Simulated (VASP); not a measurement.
# Al3GaAs4 in VASP: a series of runs

Runs on Al3GaAs4. Level: PBE. Tasks: single point.

Program: VASP 6.6.1. These are calculated values, not measurements. Logs are shortened: lines on timing, memory, paths and dates and some standing lists are left out, and cuts for length are marked.

### Step 1. The cell of the first run

It takes space group Pmm2 (No. 25, orthorhombic). Conventional cell: a = 4.055 Å, b = 8.110 Å, c = 5.729 Å, α = 90.00°, β = 90.00°, γ = 90.00°. Al (site symmetry mm2) has 4 As at 2.48 Å within 3.3 Å. Within 3.3 Å of Al (site symmetry m) lie 4 As at 2.48 Å. Within 3.3 Å of Ga (site symmetry mm2) lie 4 As at 2.49 Å. As (site symmetry m) has 3 Al at 2.48 Å and 1 Ga at 2.49 Å within 3.3 Å. Within 3.3 Å of As (site symmetry mm2) lie 4 Al at 2.48 Å. Within 3.3 Å of As (site symmetry mm2) lie 2 Al at 2.48 Å and 2 Ga at 2.49 Å.

### Step 2. Single point, PBE

Input file INCAR:

```
ALGO     = Normal         # electronic algorithm
EDIFF    = 1E-6           # SCF threshold, eV
ENCUT    = 520            # plane-wave cutoff, eV
GGA      = PE             # functional
ISIF     = 2              # what is computed and relaxed
ISMEAR   = 0              # smearing method
LASPH    = T              # aspherical terms in the spheres
LCHARG   = F              # write CHGCAR
LREAL    = F              # projectors in reciprocal space
LWAVE    = F              # write WAVECAR
NBANDS   = 31             # bands
NELM     = 80             # most SCF steps
PREC     = Accurate       # precision mode
SIGMA    = 0.1            # smearing width, eV
```

Input file KPOINTS:

```
k-points
0
Gamma
  4 2 2
```

Input file POSCAR:

```
Al3GaAs4
1.0
   -4.0552462000      0.0000000000      0.0000000000
    0.0000000000      0.0000000000     -5.7294873000
    0.0000000000     -8.1095034000      0.0000000000
Al Ga As
3 1 4
Direct
    0.0000000000      0.9996520000      0.0000000000
    0.5000000000      0.4999880000      0.7502690000
    0.5000000000      0.4999880000      0.2497310000
    0.0000000000      0.0001580000      0.5000000000
    0.0000000000      0.2508670000      0.2492040000
    0.5000000000      0.7501180000      0.0000000000
    0.0000000000      0.2508670000      0.7507960000
    0.5000000000      0.7483610000      0.5000000000
```

Potentials or basis: VASP PAW PBE potentials, release 64 (Al, Ga_d, As).

Launch:

```bash
$ cat potpaw_PBE.64/Al/POTCAR potpaw_PBE.64/Ga_d/POTCAR potpaw_PBE.64/As/POTCAR > POTCAR
$ mpirun -np 1 vasp_std > vasp.out
```

OUTCAR:

```text
EDIFF = 1E-6
   ENCUT = 520
   GGA = PE
   ISIF = 2
   ISMEAR = 0
   LASPH = T
   LREAL = F
   NELM = 80
   PREC = Accurate

 ion  position               nearest neighbor table
   1  0.000  1.000  0.000-   6 2.48   6 2.48   7 2.48   5 2.48
   2  0.500  0.500  0.750-   8 2.48   7 2.48   7 2.48   6 2.48
   3  0.500  0.500  0.250-   8 2.48   5 2.48   5 2.48   6 2.48
   4  0.000  0.000  0.500-   8 2.49   8 2.49   5 2.49   7 2.49
   5  0.000  0.251  0.249-   3 2.48   3 2.48   1 2.48   4 2.49
   6  0.500  0.750  0.000-   2 2.48   3 2.48   1 2.48   1 2.48
   7  0.000  0.251  0.751-   2 2.48   2 2.48   1 2.48   4 2.49
   8  0.500  0.748  0.500-   2 2.48   3 2.48   4 2.49   4 2.49

  LATTYP: Found a simple orthorhombic cell.
 ALAT       =     4.0552462000
 B/A-ratio  =     1.4128580652
 C/A-ratio  =     1.9997561184

  Lattice vectors:

 A1 = (  -4.0552462000,   0.0000000000,   0.0000000000)
 A2 = (   0.0000000000,   0.0000000000,  -5.7294873000)
 A3 = (   0.0000000000,  -8.1095034000,   0.0000000000)

Analysis of symmetry for initial positions (statically):
=====================================================================
 Subroutine PRICEL returns:
 Original cell was already a primitive cell.

 Routine SETGRP: Setting up the symmetry group for a
 simple orthorhombic supercell.

 Subroutine GETGRP returns: Found  4 space group operations
 (whereof  4 operations were pure point group operations)
 out of a pool of  8 trial point group operations.

The static configuration has the point symmetry C_2v.

Analysis of symmetry for dynamics (positions and initial velocities):
=====================================================================
 Subroutine PRICEL returns:
 Original cell was already a primitive cell.

 Routine SETGRP: Setting up the symmetry group for a
 simple orthorhombic supercell.

 Subroutine GETGRP returns: Found  4 space group operations
 (whereof  4 operations were pure point group operations)
 out of a pool of  8 trial point group operations.

The dynamic configuration has the point symmetry C_2v.

 Subroutine INISYM returns: Found  4 space group operations
 (whereof  4 operations are pure point group operations),
 and found     1 'primitive' translations

----------------------------------------------------------------------------------------

                                     Primitive cell

  volume of cell :     188.4201

  direct lattice vectors                    reciprocal lattice vectors
    -4.055246200  0.000000000  0.000000000    -0.246594153  0.000000000  0.000000000
     0.000000000  0.000000000 -5.729487300     0.000000000  0.000000000 -0.174535687
     0.000000000 -8.109503400  0.000000000     0.000000000 -0.123312113  0.000000000

  length of vectors
     4.055246200  5.729487300  8.109503400     0.246594153  0.174535687  0.123312113

  position of ions in fractional coordinates (direct lattice)
     0.000000000  0.999652000  0.000000000
     0.500000000  0.499988000  0.750269000
     0.500000000  0.499988000  0.249731000
     0.000000000  0.000158000  0.500000000
     0.000000000  0.250867000  0.249204000
     0.500000000  0.750118000  0.000000000
     0.000000000  0.250867000  0.750796000
     0.500000000  0.748361000  0.500000000

  ion indices of the primitive-cell ions
   primitive index   ion index
                 1           1
                 2           2
                 3           3
                 4           4
                 5           5
                 6           6
                 7           7
                 8           8

----------------------------------------------------------------------------------------

 KPOINTS: k-points

Automatic generation of k-mesh.
 Grid dimensions read from file:
 generate k-points for:    4    2    2

 Generating k-lattice:

  Cartesian coordinates                     Fractional coordinates (reciprocal lattice)
    -0.061648538  0.000000000  0.000000000     0.250000000  0.000000000  0.000000000
     0.000000000  0.000000000 -0.087267843     0.000000000  0.500000000  0.000000000
     0.000000000 -0.061656057  0.000000000     0.000000000  0.000000000  0.500000000

  Length of vectors
     0.061648538  0.087267843  0.061656057

  Shift w.r.t. Gamma in fractional coordinates (k-lattice)
     0.000000000  0.000000000  0.000000000

 Subroutine IBZKPT returns following result:
 ===========================================

 Found     12 irreducible k-points:

 Following reciprocal coordinates:
            Coordinates               Weight
  0.000000  0.000000  0.000000      1.000000
  0.250000  0.000000  0.000000      2.000000
  0.500000  0.000000  0.000000      1.000000
  0.000000  0.500000  0.000000      1.000000
  0.250000  0.500000  0.000000      2.000000
  0.500000  0.500000  0.000000      1.000000
  0.000000  0.000000  0.500000      1.000000
  0.250000  0.000000  0.500000      2.000000
  0.500000  0.000000  0.500000      1.000000
  0.000000  0.500000  0.500000      1.000000
  0.250000  0.500000  0.500000      2.000000
  0.500000  0.500000  0.500000      1.000000
   k-points           NKPTS =     12   k-points in BZ     NKDIM =     12   number of bands    NBANDS=     31
   number of dos      NEDOS =    301   number of ions     NIONS =      8
   total plane-waves  NPLWV =  86400
   dimension x,y,z NGX =    30 NGY =   48 NGZ =   60
   dimension x,y,z NGXF=    60 NGYF=   96 NGZF=  120
   ions per type =               3   1   4
   NGX,Y,Z   is equivalent  to a cutoff of  12.30, 13.93, 12.30 a.u.
   NGXF,Y,Z  is equivalent  to a cutoff of  24.60, 27.86, 24.60 a.u.
 SYSTEM =  unknown system
   PREC   = accura    normal or accurate (medium, high low for compatibility)
   ISTART =      0    job   : 0-new  1-cont  2-samecut
   ICHARG =      2    charge: 1-file 2-atom 10-const
   ISPIN  =      1    spin polarized calculation?
   LNONCOLLINEAR =      F non collinear calculations
   LSORBIT =      F    spin-orbit coupling
   LASPH  =      T    aspherical Exc in radial PAW
   ENCUT  =  520.0 eV  38.22 Ry    6.18 a.u.   7.54 10.65 15.08*2*pi/ulx,y,z
   NELM   =     80;   NELMIN=  2; NELMDL= -5     # of ELM steps
   EDIFF  = 0.1E-05   stopping-criterion for ELM
   LREAL  =      F    real-space projection
   EDIFFG = 0.1E-04   stopping-criterion for IOM
   NSW    =      0    number of steps for IOM
   IBRION =     -1    ionic relax: 0-MD 1-quasi-New 2-CG
   NFREE  =      0    steps in history (QN), initial steepest desc. (CG)
   ISIF   =      2    stress and relaxation
   ISYM   =      2    0-nonsym 1-usesym 2-fastsym
   POTIM  = 0.5000    time-step for ionic-motion
   TEBEG  =    0.0;   TEEND  =   0.0 temperature during run
   PSTRESS=    0.0 pullay stress
   NELECT =      42.0000    total number of electrons
   NUPDOWN=      -1.0000    fix difference up-down
   EMIN   =  10.00;   EMAX   =-10.00  energy-range for DOS
   EFERMI =   0.00;   METHOD = LEGACY
   ISMEAR =     0;   SIGMA  =   0.10  broadening in eV -4-tet -1-fermi 0-gaus
   EFERMI_NEDOS =   21; number of points for ismear=-14 and -15
   IALGO  =     38    algorithm
   IMIX   =      4    mixing-type and parameters
     AMIX     =   0.40;   BMIX     =  1.00
     AMIX_MAG =   1.60;   BMIX_MAG =  1.00
  volume/ion in A,a.u.               =      23.55       158.94
  Fermi-wavevector in a.u.,A,eV,Ry     =   0.992618  1.875776 13.405693  0.985291
  Thomas-Fermi vector in A             =   2.124443
   LORBIT       =      0    0 simple, 1 ext, 2 COOP (PROOUT), +10 PAW based schemes
   GGA     = PE    functional components
   LHFCALC =     F    Hartree Fock is set to
   AEXX    =    0.0000 exact exchange contribution
   IVDW    =     0    specifies the selected vdW correction
   LEPSILON=     F    determine dielectric tensor
   LRPA    =     F    only Hartree local field effects (RPA)
 non-spin polarized calculation
 Gauss-broadening in eV      SIGMA  =   0.10
  energy-cutoff  :      520.00
  volume of cell :      188.42
 maximum number of plane-waves:      5120
   NGX = 15   NGY = 21   NGZ = 31

 number of electron      42.0000026 magnetization

 Free energy of the ion-electron system (eV)
  ---------------------------------------------------
  ext. energy  EPLUGINS =         0.00000000
  ---------------------------------------------------
  free energy    TOTEN  =       -36.22829668 eV

  energy without entropy =      -36.22829668  energy(sigma->0) =      -36.22829668

 E-fermi :   4.0651     XC(G=0):  -9.0139

 val. band max:        3.5821579602   @ k =   0.0000   0.0000   0.0000
 cond. band min:       4.8794810759   @ k =   0.0000   0.0000   0.0000
 fundamental gap:      1.2973231158
 Fermi energy:         4.0651455779

 k-point     1 :       0.0000    0.0000    0.0000
  band No.  band energies     occupation
      1     -10.9146      2.00000
      2     -10.8977      2.00000
      3     -10.8711      2.00000
      4     -10.8333      2.00000
      5     -10.8192      2.00000
      6      -8.2764      2.00000
[... 23 lines left out ...]
     30       9.2096      0.00000
     31       9.2299      0.00000

 k-point     2 :       0.2500    0.0000    0.0000
  band No.  band energies     occupation
      1     -10.9132      2.00000
      2     -10.8960      2.00000
      3     -10.8758      2.00000
      4     -10.8302      2.00000
      5     -10.8237      2.00000
      6      -7.8792      2.00000
[... 23 lines left out ...]
     30       8.4013      0.00000
     31       9.0882      0.00000

 k-point     3 :       0.5000    0.0000    0.0000
  band No.  band energies     occupation
      1     -10.9210      2.00000
      2     -10.8943      2.00000
      3     -10.8720      2.00000
      4     -10.8283      2.00000
      5     -10.8260      2.00000
      6      -6.9837      2.00000
[... 295 lines left out ...]
     30       9.2583      0.00000
     31       9.2774      0.00000

 k-point    12 :       0.5000    0.5000    0.5000
  band No.  band energies     occupation
      1     -10.9232      2.00000
      2     -10.8956      2.00000
      3     -10.8718      2.00000
      4     -10.8281      2.00000
      5     -10.8251      2.00000
      6      -6.6653      2.00000
[... 23 lines left out ...]
     30       9.9508      0.00000
     31       9.9988      0.00000

------------------------ aborting loop because EDIFF is reached ----------------------------------------

  FORCE on cell =-STRESS in cart. coord.  units (eV):
  Direction    XX          YY          ZZ          XY          YZ          ZX
  --------------------------------------------------------------------------------------
  -------------------------------------------------------------------------------------
  Total        0.5844112      0.5902340     -0.5294445      0.0000000      0.0000000      0.0000000
  in kB        4.9693761      5.0188882     -4.5019820      0.0000000      0.0000000      0.0000000
  external PRESSURE =       1.8287608 kB  Pullay stress =       0.0000000 kB

 VOLUME and BASIS-vectors are now :
 -----------------------------------------------------------------------------
  energy-cutoff  :      520.00
  volume of cell :      188.42
      direct lattice vectors                 reciprocal lattice vectors
    -4.055246200  0.000000000  0.000000000    -0.246594153  0.000000000  0.000000000
     0.000000000  0.000000000 -5.729487300     0.000000000  0.000000000 -0.174535687
     0.000000000 -8.109503400  0.000000000     0.000000000 -0.123312113  0.000000000

 POSITION                                       TOTAL-FORCE (eV/Angst)
 -----------------------------------------------------------------------------------
      0.00000      0.00000     -5.72749         0.000000      0.000000     -0.003405
     -2.02762     -6.08431     -2.86467         0.000000      0.007272      0.000056
     -2.02762     -2.02519     -2.86467        -0.000000     -0.007272      0.000056
      0.00000     -4.05475     -0.00091         0.000000      0.000000      0.002881
      0.00000     -2.02092     -1.43734         0.000000     -0.003845     -0.011624
     -2.02762      0.00000     -4.29779         0.000000      0.000000      0.004536
      0.00000     -6.08858     -1.43734        -0.000000      0.003845     -0.011624
     -2.02762     -4.05475     -4.28772         0.000000      0.000000      0.019124
 -----------------------------------------------------------------------------------
    total drift:                                0.000000     -0.000000      0.000084

  FREE ENERGIE OF THE ION-ELECTRON SYSTEM (eV)
  ---------------------------------------------------
  free  energy   TOTEN  =       -36.2282966815 eV

  energy  without entropy=      -36.2282966815  energy(sigma->0) =      -36.22829668
```

It took 40 s on 1 thread of AMD EPYC 9R45 (Zen 5), shared host; peak memory 0.27 GiB.

Results:

```yaml
Free_energy: -36.2283 eV
Pressure: 0.2 GPa
Largest_force: 0.019 eV/Å
Band_gap_on_the_k_mesh: 1.30 eV, direct
```

Forces in eV/Å, atoms in the order of the input:
```
Al   0.000  0.000 -0.003
Al   0.000  0.007  0.000
Al   0.000 -0.007  0.000
Ga   0.000  0.000  0.003
As   0.000 -0.004 -0.012
As   0.000  0.000  0.005
As   0.000  0.004 -0.012
As   0.000  0.000  0.019
```

Stress tensor (GPa, compression positive):
```
 0.50  0.00  0.00
 0.00  0.50  0.00
 0.00  0.00 -0.45
```

Levels at points of the mesh, in eV from the valence-band top:
```
           k point  band 19  band 20  band 21  band 22  band 23  band 24
(0.00, 0.00, 0.00)    -0.02     0.00     0.00     1.30     1.50     2.15
(0.50, 0.00, 0.00)    -2.20    -0.97    -0.92     1.50     1.50     1.78
(0.00, 0.50, 0.00)    -0.89    -0.85    -0.83     1.36     1.96     2.39
(0.50, 0.50, 0.00)    -0.89    -0.85    -0.84     1.45     1.95     4.34
(0.00, 0.00, 0.50)    -1.05    -0.28    -0.11     2.13     2.17     2.78
(0.50, 0.00, 0.50)    -2.06    -2.05    -2.04     2.61     2.70     2.86
(0.00, 0.50, 0.50)    -1.19    -1.18    -1.02     2.29     2.82     2.88
(0.50, 0.50, 0.50)    -1.59    -1.56    -1.53     2.99     3.47     3.51
```

Caveat: the k points lie up to 0.55 Å⁻¹ apart. A k mesh can miss the band edges.

### Step 3. Single point, PBE

Input file INCAR:

```
PREC     = Accurate       # precision mode
ENCUT    = 520            # plane-wave cutoff, eV
EDIFF    = 1E-6           # SCF threshold, eV
ISMEAR   = 0              # smearing method
SIGMA    = 0.1            # smearing width, eV
LREAL    = F              # projectors in reciprocal space
LASPH    = T              # aspherical terms in the spheres
NELM     = 100            # most SCF steps
ALGO     = Normal         # electronic algorithm
ISIF     = 2              # what is computed and relaxed
LWAVE    = F              # write WAVECAR
LCHARG   = T              # write CHGCAR
GGA      = PE             # functional
LELF     = T              # ELF
LVHAR    = T            
NBANDS   = 31             # bands
```

Input file KPOINTS:

```
Automatic mesh
0
Gamma
  4 2 2
```

Input file POSCAR:

```
Al3GaAs4
1.0
   -4.0809614306     -0.0007949856      0.0004581593
   -0.0008251472      0.0001474882     -5.6623759261
   -0.0016052987     -8.1551552032      0.0000450276
Al Ga As
3 1 4
Direct
   -0.0001023576      0.9999958722     -0.0000467167
    0.4998790971      0.4999673778      0.7502974310
    0.5001857644      0.4999279594      0.2497893381
    0.0000368448     -0.0003120708      0.4999478215
    0.0001860865      0.2511975716      0.2493282561
    0.4999131896      0.7501617005      0.0000282059
   -0.0001385763      0.2511893043      0.7506226115
    0.5000399517      0.7478712850      0.5000330527
```

Potentials or basis: VASP PAW PBE potentials, release 64 (Al, Ga_d, As).

Launch:

```bash
$ cat potpaw_PBE.64/Al/POTCAR potpaw_PBE.64/Ga_d/POTCAR potpaw_PBE.64/As/POTCAR > POTCAR
$ mpirun -np 1 vasp_std > vasp.out
```

It took 38 s on 1 thread of AMD EPYC 9R45 (Zen 5), shared host; peak memory 0.26 GiB.

It converged, with:

```yaml
Free_energy: -36.2349 eV
Pressure: 0.2 GPa
Largest_force: 0.008 eV/Å
Band_gap_on_the_k_mesh: 1.25 eV, direct
```

Forces in eV/Å, atoms in the order of the input:
```
Al  -0.001 -0.001  0.007
Al   0.000  0.001  0.002
Al   0.001  0.001  0.000
Ga   0.000 -0.002 -0.008
As   0.001 -0.003 -0.001
As   0.000 -0.001 -0.004
As  -0.002  0.004 -0.003
As   0.000  0.001  0.008
```

Levels at points of the mesh, in eV from the valence-band top:
```csv
k point,band 18,band 19,band 20,band 21,band 22,band 23,band 24,band 25
"(0.00, 0.00, 0.00)",-1.04,-0.07,-0.07,0.00,1.25,1.41,2.02,3.02
"(0.50, 0.00, 0.00)",-2.20,-2.19,-1.08,-1.03,1.49,1.49,1.79,2.38
"(0.00, 0.50, 0.00)",-1.02,-0.93,-0.86,-0.81,1.31,1.91,2.29,2.41
"(0.50, 0.50, 0.00)",-1.01,-0.94,-0.86,-0.81,1.41,1.91,4.35,4.44
"(0.00, 0.00, 0.50)",-1.11,-1.03,-0.36,-0.20,2.01,2.05,2.72,3.05
"(0.50, 0.00, 0.50)",-2.10,-2.09,-2.09,-2.07,2.61,2.68,2.85,2.86
"(0.00, 0.50, 0.50)",-1.29,-1.28,-1.27,-1.12,2.22,2.73,2.80,2.82
"(0.50, 0.50, 0.50)",-1.62,-1.60,-1.57,-1.54,3.04,3.54,3.59,3.77
```

Caveat: the k points lie up to 0.55 Å⁻¹ apart.

[end of part 1 of 2]
